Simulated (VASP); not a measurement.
# Ca8CO in VASP: a series of runs

The runs below take Ca8CO through single point, with PBE.

Program: VASP 6.6.1. These are calculated values, not measurements. Logs are shortened: lines on timing, memory, paths and dates and some standing lists are left out, and cuts for length are marked.

## 1. The cell of the first run

The cell holds a slab with vacuum, 10 atoms: a = 7.813 Å, b = 7.813 Å, c = 20.609 Å, α = 90.00°, β = 90.00°, γ = 90.00°.

## 2. Single point, PBE

Contents of INCAR:

```
PREC = Accurate ; ENCUT = 520
EDIFF = 1E-6 ; ISMEAR = 0
SIGMA = 0.1 ; LREAL = F
LASPH = T ; NELM = 60
ALGO = Normal ; ISIF = 2
LWAVE = F ; LCHARG = T
LDIPOL = T ; IDIPOL = 3
DIPOL = 0.5 0.5 0.281 ; GGA = PE
LELF = T ; LVHAR = T
LVACPOTAV = T ; NBANDS = 56
```

Contents of KPOINTS:

```
regular mesh
0
Gamma
  4 4 1
```

Contents of POSCAR:

```
Ca8CO
1.0
    7.8132359319      0.0000000000      0.0000000000
    0.0000000000      7.8132359319      0.0000000000
    0.0000000000      0.0000000000     20.6093934330
Ca C O
8 1 1
Direct
    0.2500000000      0.2500000000      0.1940862555
    0.2500000000      0.7500000000      0.1940862555
    0.7500000000      0.2500000000      0.1940862555
    0.7500000000      0.7500000000      0.1940862555
    0.0000000000      0.0000000000      0.3206981057
    0.0000000000      0.5000000000      0.3206981057
    0.5000000000      0.0000000000      0.3206981057
    0.5000000000      0.5000000000      0.3206981057
    0.1494654703      0.7500000000      0.3750422572
    0.3505345297      0.7500000000      0.3750422572
```

Potentials or basis: VASP PAW PBE potentials, release 64 (Ca_sv, C, O).

Started as:

```
cat potpaw_PBE.64/Ca_sv/POTCAR potpaw_PBE.64/C/POTCAR potpaw_PBE.64/O/POTCAR > POTCAR
mpirun -np 1 vasp_std > vasp.out
```

OUTCAR:

```text
PREC = Accurate
   ENCUT = 520
   EDIFF = 1E-6
   ISMEAR = 0
   LREAL = F
   LASPH = T
   NELM = 60
   ISIF = 2
   GGA = PE

 ion  position               nearest neighbor table
   1  0.250  0.250  0.194-
   2  0.250  0.750  0.194-
   3  0.750  0.250  0.194-
   4  0.750  0.750  0.194-
   5  0.000  0.000  0.321-   9 2.54
   6  0.000  0.500  0.321-   9 2.54
   7  0.500  0.000  0.321-  10 2.54
   8  0.500  0.500  0.321-  10 2.54
   9  0.149  0.750  0.375-  10 1.57   6 2.54   5 2.54
  10  0.351  0.750  0.375-   9 1.57   8 2.54   7 2.54

  LATTYP: Found a simple tetragonal cell.
 ALAT       =     7.8132359319
 C/A-ratio  =     2.6377538849

  Lattice vectors:

 A1 = (   7.8132359319,   0.0000000000,   0.0000000000)
 A2 = (   0.0000000000,   7.8132359319,   0.0000000000)
 A3 = (   0.0000000000,   0.0000000000,  20.6093934330)

Analysis of symmetry for initial positions (statically):
=====================================================================
 Subroutine PRICEL returns:
 Original cell was already a primitive cell.

 Routine SETGRP: Setting up the symmetry group for a
 simple tetragonal supercell.

 Subroutine GETGRP returns: Found  2 space group operations
 (whereof  1 operations were pure point group operations)
 out of a pool of 16 trial point group operations.

The static configuration has the point symmetry C_1 .
 The point group associated with its full space group is C_1h.

Analysis of symmetry for dynamics (positions and initial velocities):
=====================================================================
 Subroutine PRICEL returns:
 Original cell was already a primitive cell.

 Routine SETGRP: Setting up the symmetry group for a
 simple tetragonal supercell.

 Subroutine GETGRP returns: Found  2 space group operations
 (whereof  1 operations were pure point group operations)
 out of a pool of 16 trial point group operations.

The dynamic configuration has the point symmetry C_1 .
 The point group associated with its full space group is C_1h.

 Subroutine INISYM returns: Found  2 space group operations
 (whereof  1 operations are pure point group operations),
 and found     1 'primitive' translations

----------------------------------------------------------------------------------------

                                     Primitive cell
[... 100 lines left out ...]
   TEBEG  =    0.0;   TEEND  =   0.0 temperature during run
   PSTRESS=    0.0 pullay stress
   NELECT =      90.0000    total number of electrons
   NUPDOWN=      -1.0000    fix difference up-down
   EMIN   =  10.00;   EMAX   =-10.00  energy-range for DOS
   EFERMI =   0.00;   METHOD = LEGACY
   ISMEAR =     0;   SIGMA  =   0.10  broadening in eV -4-tet -1-fermi 0-gaus
   EFERMI_NEDOS =   21; number of points for ismear=-14 and -15
   IALGO  =     38    algorithm
   IMIX   =      4    mixing-type and parameters
     AMIX     =   0.40;   BMIX     =  1.00
     AMIX_MAG =   1.60;   BMIX_MAG =  1.00
  volume/ion in A,a.u.               =     125.81       849.03
  Fermi-wavevector in a.u.,A,eV,Ry     =   0.679589  1.284238  6.283740  0.461842
  Thomas-Fermi vector in A             =   1.757831
   LORBIT       =      0    0 simple, 1 ext, 2 COOP (PROOUT), +10 PAW based schemes
   GGA     = PE    functional components
   LHFCALC =     F    Hartree Fock is set to
   AEXX    =    0.0000 exact exchange contribution
   IVDW    =     0    specifies the selected vdW correction
   LEPSILON=     F    determine dielectric tensor
   LRPA    =     F    only Hartree local field effects (RPA)
 non-spin polarized calculation
 Gauss-broadening in eV      SIGMA  =   0.10
  energy-cutoff  :      520.00
  volume of cell :     1258.13
 maximum number of plane-waves:     33903
 NGX is ok and might be reduce to    60
   NGX = 29   NGY = 29   NGZ = 77

 number of electron      90.0000023 magnetization

 dipolmoment           0.000000      0.000000      0.195367 electrons x Angstroem

 Free energy of the ion-electron system (eV)
  ---------------------------------------------------
  ext. energy  EPLUGINS =         0.00000000
  ---------------------------------------------------
  free energy    TOTEN  =       -26.51386430 eV

  energy without entropy =      -26.43344517  energy(sigma->0) =      -26.47365473

 E-fermi :  -1.5383     XC(G=0):  -2.9484

 val. band max:       -1.5407987302   @ k =   0.5000   0.0000   0.0000
 cond. band min:      -1.5230351399   @ k =   0.2500   0.0000   0.0000
 fundamental gap:      0.0177635903
 Fermi energy:        -1.5383122953

 k-point     1 :       0.0000    0.0000    0.0000
  band No.  band energies     occupation
      1     -44.0904      2.00000
      2     -44.0266      2.00000
      3     -44.0176      2.00000
      4     -44.0132      2.00000
      5     -43.7114      2.00000
      6     -43.7067      2.00000
[... 520 lines left out ...]
     55      -0.4354      0.00000
     56      -0.3058      0.00000

------------------------ aborting loop because EDIFF is reached ----------------------------------------

  FORCE on cell =-STRESS in cart. coord.  units (eV):
  Direction    XX          YY          ZZ          XY          YZ          ZX
  --------------------------------------------------------------------------------------
  -------------------------------------------------------------------------------------
  Total       -9.1607362     -5.0955450     -1.1437904      0.0000000      0.0000000      1.4735876
  in kB      -11.6657824     -6.4889456     -1.4565652      0.0000000      0.0000000      1.8765470
  external PRESSURE =      -6.5370978 kB  Pullay stress =       0.0000000 kB

 VOLUME and BASIS-vectors are now :
 -----------------------------------------------------------------------------
  energy-cutoff  :      520.00
  volume of cell :     1258.13
      direct lattice vectors                 reciprocal lattice vectors
     7.813235932  0.000000000  0.000000000     0.127987944  0.000000000  0.000000000
     0.000000000  7.813235932  0.000000000     0.000000000  0.127987944  0.000000000
     0.000000000  0.000000000 20.609393433     0.000000000  0.000000000  0.048521564

 POSITION                                       TOTAL-FORCE (eV/Angst)
 -----------------------------------------------------------------------------------
      1.95331      1.95331      4.00000         0.021653      0.000000     -0.159764
      1.95331      5.85993      4.00000        -0.071115      0.000000      0.090863
      5.85993      1.95331      4.00000        -0.020096      0.000000     -0.075567
      5.85993      5.85993      4.00000         0.057224      0.000000     -0.181620
      0.00000      0.00000      6.60939         0.059336     -0.350791      0.380852
      0.00000      3.90662      6.60939         0.059336      0.350791      0.380852
      3.90662      0.00000      6.60939        -0.696727     -0.794197      0.631899
      3.90662      3.90662      6.60939        -0.696727      0.794197      0.631899
      1.16781      5.85993      7.72939         4.367570      0.000000     -1.130712
      2.73881      5.85993      7.72939        -3.080454      0.000000     -0.568703
 -----------------------------------------------------------------------------------
    total drift:                               -0.000041      0.000000      0.000296

  FREE ENERGIE OF THE ION-ELECTRON SYSTEM (eV)
  ---------------------------------------------------
  free  energy   TOTEN  =       -26.5138642993 eV

  energy  without entropy=      -26.4334451657  energy(sigma->0) =      -26.47365473

 vacuum level on the upper side and lower side of the slab         1.837         1.258
```

Wall time 17 min (1 thread of AMD EPYC 9R45 (Zen 5), shared host); peak memory 1.3 GiB.

What came out:

| Item | Value |
| --- | --- |
| Free energy | -26.5139 eV |
| Largest force | 4.512 eV/Å |
| Band gap on the k mesh | zero (bands 45 and 46 overlap by 0.04 eV) |

Forces in eV/Å, atoms in the order of the input:
```
Ca   0.022  0.000 -0.160
Ca  -0.071  0.000  0.091
Ca  -0.020  0.000 -0.076
Ca   0.057  0.000 -0.182
Ca   0.059 -0.351  0.381
Ca   0.059  0.351  0.381
Ca  -0.697 -0.794  0.632
Ca  -0.697  0.794  0.632
C    4.368  0.000 -1.131
O   -3.080  0.000 -0.569
```

## 3. Single point, PBE

Contents of INCAR:

```
SYSTEM = Ca8CO
PREC = Accurate
ENCUT = 520
EDIFF = 1E-6
ISMEAR = 0
SIGMA = 0.1
LREAL = .False.
LASPH = .True.
NELM = 80
ALGO = Normal
ISIF = 2
LWAVE = .False.
LCHARG = .False.
LDIPOL = .True.
IDIPOL = 3
DIPOL = 0.5 0.5 0.287
GGA = PE
NBANDS = 56
```

Contents of KPOINTS:

```
regular mesh
0
Gamma
  4 4 1
  0 0 0
```

POSCAR, as its differences from that of step 2:

```diff
@@ -16,3 +16,3 @@
     0.5000000000      0.5000000000      0.3206981057
-    0.1494654703      0.7500000000      0.3750422572
-    0.3505345297      0.7500000000      0.3750422572
+    0.1494654703      0.7500000000      0.4060960581
+    0.3505345297      0.7500000000      0.4060960581
```

Potentials or basis: VASP PAW PBE potentials, release 64 (Ca_sv, C, O).

Started as:

```
cat potpaw_PBE.64/Ca_sv/POTCAR potpaw_PBE.64/C/POTCAR potpaw_PBE.64/O/POTCAR > POTCAR
mpirun -np 1 vasp_std > vasp.out
```

It took 19 min on 1 thread of AMD EPYC 9R45 (Zen 5), shared host; peak memory 1.3 GiB.

The run converged. Its results:

```
Free energy            : -25.3324 eV
Largest force          : 6.185 eV/Å
Band gap on the k mesh : zero (filled and empty bands overlap)
```

Forces in eV/Å, atoms in the order of the input:
```
Ca   0.009  0.000 -0.077
Ca  -0.036  0.000 -0.151
Ca  -0.007  0.000 -0.029
Ca   0.015  0.000 -0.115
Ca   0.170 -0.402  0.491
Ca   0.170  0.402  0.491
Ca  -0.473 -0.534  0.629
Ca  -0.473  0.534  0.629
C    6.053  0.000 -1.269
O   -5.429  0.000 -0.599
```

Levels at points of the mesh, in eV from the Fermi level:
```csv
k point,band 41,band 42,band 43,band 44,band 45,band 46,band 47,band 48,band 49,band 50
"(0.00, 0.00, 0.00)",-1.06,-1.04,-1.03,-0.23,-0.04,0.09,0.17,0.42,0.46,0.46
"(0.50, 0.00, 0.00)",-0.78,-0.73,-0.62,-0.57,-0.44,0.05,0.13,0.45,0.50,0.56
"(0.00, 0.50, 0.00)",-0.71,-0.70,-0.63,-0.63,-0.44,0.07,0.15,0.43,0.47,0.58
"(0.50, 0.50, 0.00)",-1.88,-0.51,-0.39,-0.36,-0.04,0.09,0.35,0.63,0.64,0.64
```

## 4. Single point, PBE

Contents of INCAR:

```
PREC = Accurate
ENCUT = 520
EDIFF = 1E-7
ISMEAR = 0
SIGMA = 0.1
LREAL = False
LASPH = True
NELM = 100
ALGO = Normal
ISIF = 2
LWAVE = False
LCHARG = True
LDIPOL = True
IDIPOL = 3
DIPOL = 0.5 0.5 0.305
GGA = PE
LELF = True
LVHAR = True
LVACPOTAV = True
NBANDS = 56
```

Contents of KPOINTS:

```
Automatic mesh
0
Gamma
  4 4 1
```

POSCAR, as its differences from that of step 3:

```diff
@@ -16,3 +16,3 @@
     0.5000000000      0.5000000000      0.3206981057
-    0.1494654703      0.7500000000      0.4060960581
-    0.3505345297      0.7500000000      0.4060960581
+    0.1834462693      0.7500000000      0.4953757356
+    0.3165537307      0.7500000000      0.4953757356
```

Potentials or basis: VASP PAW PBE potentials, release 64 (Ca_sv, C, O).

Started as:

```
cat potpaw_PBE.64/Ca_sv/POTCAR potpaw_PBE.64/C/POTCAR potpaw_PBE.64/O/POTCAR > POTCAR
mpirun -np 1 vasp_std > vasp.out
```

OUTCAR:

```text
PREC = Accurate
   ENCUT = 520
   EDIFF = 1E-7
   ISMEAR = 0
   LREAL = False
   LASPH = True
   NELM = 100
   ISIF = 2
   GGA = PE

 ion  position               nearest neighbor table
   1  0.250  0.250  0.194-
   2  0.250  0.750  0.194-
   3  0.750  0.250  0.194-
   4  0.750  0.750  0.194-
   5  0.000  0.000  0.321-
   6  0.000  0.500  0.321-
   7  0.500  0.000  0.321-
   8  0.500  0.500  0.321-
   9  0.183  0.750  0.495-  10 1.04
  10  0.317  0.750  0.495-   9 1.04

  LATTYP: Found a simple tetragonal cell.
 ALAT       =     7.8132359319
 C/A-ratio  =     2.6377538849

  Lattice vectors:
[... 732 lines left out ...]
  external PRESSURE =       6.0708341 kB  Pullay stress =       0.0000000 kB

 VOLUME and BASIS-vectors are now :
 -----------------------------------------------------------------------------
  energy-cutoff  :      520.00
  volume of cell :     1258.13
      direct lattice vectors                 reciprocal lattice vectors
     7.813235932  0.000000000  0.000000000     0.127987944  0.000000000  0.000000000
     0.000000000  7.813235932  0.000000000     0.000000000  0.127987944  0.000000000
     0.000000000  0.000000000 20.609393433     0.000000000  0.000000000  0.048521564

 POSITION                                       TOTAL-FORCE (eV/Angst)
 -----------------------------------------------------------------------------------
      1.95331      1.95331      4.00000        -0.001182      0.000000     -0.012673
      1.95331      5.85993      4.00000        -0.000498      0.000000     -0.016531
      5.85993      1.95331      4.00000         0.000361      0.000000     -0.011686
      5.85993      5.85993      4.00000         0.000028      0.000000     -0.017717
      0.00000      0.00000      6.60939        -0.007797     -0.003658      0.018703
      0.00000      3.90662      6.60939        -0.007797      0.003658      0.018703
      3.90662      0.00000      6.60939         0.007797      0.012310     -0.013642
      3.90662      3.90662      6.60939         0.007797     -0.012310     -0.013642
      1.43331      5.85993     10.20939       -17.385786      0.000000     -0.056917
      2.47331      5.85993     10.20939        17.387078      0.000000      0.105403
 -----------------------------------------------------------------------------------
    total drift:                               -0.000954      0.000000      0.000332

  FREE ENERGIE OF THE ION-ELECTRON SYSTEM (eV)
  ---------------------------------------------------
  free  energy   TOTEN  =       -26.0172798377 eV

  energy  without entropy=      -25.9426293918  energy(sigma->0) =      -25.97995461

 vacuum level on the upper side and lower side of the slab         1.463         1.503
```

OSZICAR:

```text
N       E                     dE             d eps       ncg     rms          rms(c)
DAV:   1     0.630774554062E+03    0.63077E+03   -0.41882E+04  1464   0.120E+03
DAV:   2     0.524582282935E+02   -0.57832E+03   -0.56603E+03  1176   0.334E+02
DAV:   3    -0.184680053691E+02   -0.70926E+02   -0.70421E+02  1352   0.673E+01
[... 18 lines left out ...]
DAV:  22    -0.260172686013E+02   -0.91128E-05   -0.23508E-07  1008   0.139E-03    0.457E-04
DAV:  23    -0.260172773544E+02   -0.87531E-05   -0.31638E-07   864   0.105E-03    0.307E-04
DAV:  24    -0.260172789923E+02   -0.16379E-05   -0.60708E-08   832   0.683E-04    0.159E-04
DAV:  25    -0.260172797597E+02   -0.76742E-06   -0.39767E-08   840   0.464E-04    0.102E-04
DAV:  26    -0.260172798377E+02   -0.77976E-07    0.10311E-08   792   0.297E-04
   1 F= -.26017280E+02 E0= -.25979955E+02  d E =-.746504E-01
```

Wall time 36 min (1 thread of Oxide Virtual Turin-like, shared host); peak memory 1.3 GiB.

Results:

* Free energy: -26.0173 eV
* Largest force: 17.387 eV/Å
* Band gap on the k mesh: zero (bands 45 and 46 overlap by 0.09 eV)

Forces on the atoms (eV/Å):
```
Ca   -0.001   0.000  -0.013
Ca    0.000   0.000  -0.017
Ca    0.000   0.000  -0.012
Ca    0.000   0.000  -0.018
Ca   -0.008  -0.004   0.019
Ca   -0.008   0.004   0.019
Ca    0.008   0.012  -0.014
Ca    0.008  -0.012  -0.014
C   -17.386   0.000  -0.057
O    17.387   0.000   0.105
```

Levels at points of the mesh, in eV from the Fermi level:
```
           k point  band 42  band 43  band 44  band 45  band 46  band 47  band 48  band 49
(0.00, 0.00, 0.00)    -1.14    -1.14    -0.11    -0.11     0.32     0.34     0.35     0.35
(0.50, 0.00, 0.00)    -0.65    -0.65    -0.65    -0.65     0.39     0.40     0.52     0.54
(0.00, 0.50, 0.00)    -0.65    -0.65    -0.65    -0.64     0.39     0.39     0.51     0.52
(0.50, 0.50, 0.00)    -0.54    -0.53    -0.53    -0.50     0.61     0.61     0.61     0.61
```

## 5. Single point, PBE

Contents of INCAR:

```
SYSTEM = Ca8CO
  PREC = Accurate
  ENCUT = 520
  EDIFF = 1E-7
  ISMEAR = 0
  SIGMA = 0.1
  LREAL = .FALSE.
  LASPH = .TRUE.
  NELM = 80
  ALGO = Normal
  ISIF = 2
  LWAVE = .FALSE.
  LCHARG = .FALSE.
  LDIPOL = .TRUE.
  IDIPOL = 3
  DIPOL = 0.5 0.5 0.290
  GGA = PE
  NBANDS = 56
```

Contents of KPOINTS:

```
Automatic mesh
0
G
  4 4 1
  0 0 0
```

POSCAR, as its differences from that of step 4:

```diff
@@ -16,3 +16,3 @@
     0.5000000000      0.5000000000      0.3206981057
-    0.1834462693      0.7500000000      0.4953757356
-    0.3165537307      0.7500000000      0.4953757356
+    0.1770468721      0.7500000000      0.4216229585
+    0.3229531279      0.7500000000      0.4216229585
```

Started as:

```
cat potpaw_PBE.64/Ca_sv/POTCAR potpaw_PBE.64/C/POTCAR potpaw_PBE.64/O/POTCAR > POTCAR
mpirun -np 1 vasp_std > vasp.out
```

Run time: 36 min. Hardware: 1 thread of Oxide Virtual Turin-like, shared host; peak memory 1.3 GiB.

Results (log left out):

| Quantity | Value |
| --- | --- |
| Free energy | -26.8337 eV |
| Largest force | 4.340 eV/Å |
| Band gap on the k mesh | zero (bands 45 and 46 overlap by 0.11 eV) |

Forces in eV/Å, atoms in the order of the input:
```
Ca   0.001  0.000 -0.003
Ca  -0.015  0.000 -0.101
Ca  -0.004  0.000 -0.010
Ca  -0.006  0.000 -0.025
Ca  -0.063 -0.091  0.097
Ca  -0.063  0.091  0.097
Ca  -0.029  0.018 -0.003
Ca  -0.029 -0.018 -0.003
C   -4.098  0.000 -0.589
O    4.306  0.000  0.540
```

Levels at points of the mesh, in eV from the Fermi level:
```csv
k point,band 42,band 43,band 44,band 45,band 46,band 47,band 48,band 49
"(0.00, 0.00, 0.00)",-1.12,-1.12,-0.16,-0.11,0.21,0.26,0.34,0.39
"(0.50, 0.00, 0.00)",-0.71,-0.64,-0.63,-0.60,0.23,0.27,0.39,0.46
"(0.00, 0.50, 0.00)",-0.69,-0.66,-0.64,-0.60,0.24,0.28,0.39,0.42
"(0.50, 0.50, 0.00)",-0.56,-0.51,-0.47,-0.19,0.30,0.44,0.60,0.61
```

## 6. Single point, PBE

Contents of INCAR:

```
SYSTEM = Ca8CO
  ALGO = Normal
  DIPOL = 0.5 0.5 0.290
  EDIFF = 1E-6
  ENCUT = 520
  GGA = PE
  IDIPOL = 3
  ISIF = 2
  ISMEAR = 0
  LASPH = .TRUE.
  LCHARG = .FALSE.
  LDIPOL = .TRUE.
  LREAL = .FALSE.
  LWAVE = .FALSE.
  NBANDS = 56
  NELM = 100
  PREC = Accurate
  SIGMA = 0.1
```

Contents of KPOINTS:

```
k-points
0
G
  4 4 1
  0 0 0
```

POSCAR, as its differences from that of step 5:

```diff
@@ -16,3 +16,3 @@
     0.5000000000      0.5000000000      0.3206981057
-    0.1770468721      0.7500000000      0.4216229585
-    0.3229531279      0.7500000000      0.4216229585
+    0.1834462693      0.7500000000      0.4216229585
+    0.3165537307      0.7500000000      0.4216229585
```

Potentials or basis: VASP PAW PBE potentials, release 64 (Ca_sv, C, O).

Started as:

```
cat potpaw_PBE.64/Ca_sv/POTCAR potpaw_PBE.64/C/POTCAR potpaw_PBE.64/O/POTCAR > POTCAR
mpirun -np 1 vasp_std > vasp.out
```

It took 35 min on 1 thread of Oxide Virtual Turin-like, shared host; peak memory 1.3 GiB.

It converged, with:

| Item | Value |
| --- | --- |
| Free energy | -25.7366 eV |
| Largest force | 19.637 eV/Å |
| Band gap on the k mesh | zero (bands 45 and 46 overlap by 0.13 eV) |

Forces on the atoms (eV/Å):
```
Ca    0.000   0.000   0.006
Ca   -0.010   0.000  -0.079
Ca   -0.001   0.000  -0.010
Ca   -0.006   0.000  -0.013
Ca   -0.110  -0.020   0.005
Ca   -0.110   0.020   0.005
Ca    0.059   0.105  -0.116
Ca    0.059  -0.105  -0.116
C   -19.507   0.000  -0.354
O    19.625   0.000   0.673
```

Levels at points of the mesh, in eV from the Fermi level:
```
           k point  band 42  band 43  band 44  band 45  band 46  band 47  band 48  band 49
(0.00, 0.00, 0.00)    -1.13    -1.12    -0.14    -0.13     0.23     0.28     0.31     0.36
(0.50, 0.00, 0.00)    -0.70    -0.65    -0.64    -0.61     0.29     0.38     0.39     0.45
(0.00, 0.50, 0.00)    -0.69    -0.65    -0.64    -0.62     0.33     0.34     0.38     0.43
(0.50, 0.50, 0.00)    -0.57    -0.53    -0.49    -0.21     0.43     0.52     0.60     0.61
```

## 7. Overview

| cell | gap on the mesh (eV) | largest force (eV/Å) |
| --- | --- | --- |
| as given, atomic positions A | none | 4.51 |
| as given, atomic positions B | none | 6.18 |
| as given, atomic positions C | none | 17.39 |
| as given, atomic positions D | none | 4.34 |
| as given, atomic positions E | none | 19.64 |

Alike in all rows: task single point; level PBE; potentials or basis VASP PAW PBE potentials, release 64 (Ca_sv, C, O); no spin polarisation; k mesh 4 × 4 × 1; cutoff (eV) 520; smearing gaussian 0.1 eV.

Absolute energies hang on the potentials; compare differences alone.
